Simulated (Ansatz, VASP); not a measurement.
One calculation of Si3B, two programs

```
Si B
1.0
     3.38365    0.00000    0.00000
     0.00000    7.24692    0.00000
     0.00000    0.00000    5.27338
Si B
6 2
Direct
  0.50000 0.73406 0.16167
  0.50000 0.26594 0.16167
  0.00000 0.76594 0.83833
  0.00000 0.23406 0.83833
  0.00000 0.50000 0.57335
  0.50000 0.00000 0.42665
  0.50000 0.50000 0.36134
  0.00000 0.00000 0.63866
```

Change from the starting cell: the structure that the rattled cell fell into.

Alike in both runs: functional PBE; k mesh 10 × 4 × 6; occupations gaussian, width 0.1 eV; no spin polarisation.

Ansatz relaxed the structure, and its values are those at the end. VASP's run is a single point on that final structure, the one shown.

|  | VASP | Ansatz |
| --- | --- | --- |
| version | VASP 6.6.1 | Ansatz 0.2.0 |
| potentials or method | VASP PAW PBE potentials, release 64 (Si, B), cutoff 520 eV | scalar-relativistic, plane waves, PAW |
| valence electrons in the cell | 30 | 30 |

VASP gave:

| Quantity | Value |
| --- | --- |
| gap on the k mesh at the Fermi level (eV) | none |
| pressure (GPa) | -0.1 |
| rms of the force components (eV/Å) | 0.005 |

**Question.** What did Ansatz give for the same quantities?

**Answer.** gap on the k mesh at the Fermi level (eV): none; pressure (GPa): 0.0; rms of the force components (eV/Å): 0.000.

A gap of «none» marks a metal or a gap that the smearing closes. The functional is the same, so the differences come from potentials, cutoffs and numerics.
